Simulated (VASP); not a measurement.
Here is a VASP 6.6.1 calculation.

The input INCAR:

```
PREC     = Accurate       # precision mode
ENCUT    = 520            # plane-wave cutoff, eV
EDIFF    = 1E-6           # SCF threshold, eV
ISMEAR   = 0              # smearing method
SIGMA    = 0.02           # smearing width, eV
LREAL    = False          # projectors in reciprocal space
LASPH    = True           # aspherical terms in the spheres
NELM     = 80             # most SCF steps
ALGO     = Normal         # electronic algorithm
ISIF     = 2              # what is computed and relaxed
LWAVE    = False          # write WAVECAR
LCHARG   = False          # write CHGCAR
GGA      = PE             # functional
NBANDS   = 35             # bands
```

Contents of KPOINTS:

```
regular mesh
0
Gamma
  6 6 8
```

File POSCAR:

```
SnO2
1.0
    4.8542313327      0.0000000000      0.0000000000
    0.0000000000      4.8542313327      0.0000000000
    0.0000000000      0.0000000000      3.1895799660
Sn O
2 4
Direct
    0.5000000000      0.5000000000      0.5000000000
    0.0000000000      0.0000000000      0.0000000000
    0.1938283070      0.8061716930      0.5000000000
    0.8061716930      0.1938283070      0.5000000000
    0.3061716930      0.3061716930      0.0000000000
    0.6938283070      0.6938283070      0.0000000000
```

Potentials or basis: VASP PAW PBE potentials, release 64 (Sn_d, O).

Run with:

```console
$ cat potpaw_PBE.64/Sn_d/POTCAR potpaw_PBE.64/O/POTCAR > POTCAR
$ mpirun -np 1 vasp_std > vasp.out
```

Question: Predict the band gap on the k mesh.

Answer: 0.78 eV, direct.

Question: Estimate the largest force.

Answer: 0.022 eV/Å.

Question: Predict the pressure.

Answer: 2.1 GPa.

Forces on the atoms (eV/Å):
```
Sn   0.000  0.000  0.000
Sn   0.000  0.000  0.000
O    0.016 -0.016  0.000
O   -0.016  0.016  0.000
O   -0.016 -0.016  0.000
O    0.016  0.016  0.000
```

Caveat: the cell differs from its parent crystal (uniaxial strain along c: -1.5 %, then relaxed in part); spin-orbit coupling is left out, which moves the levels of the heavy elements.
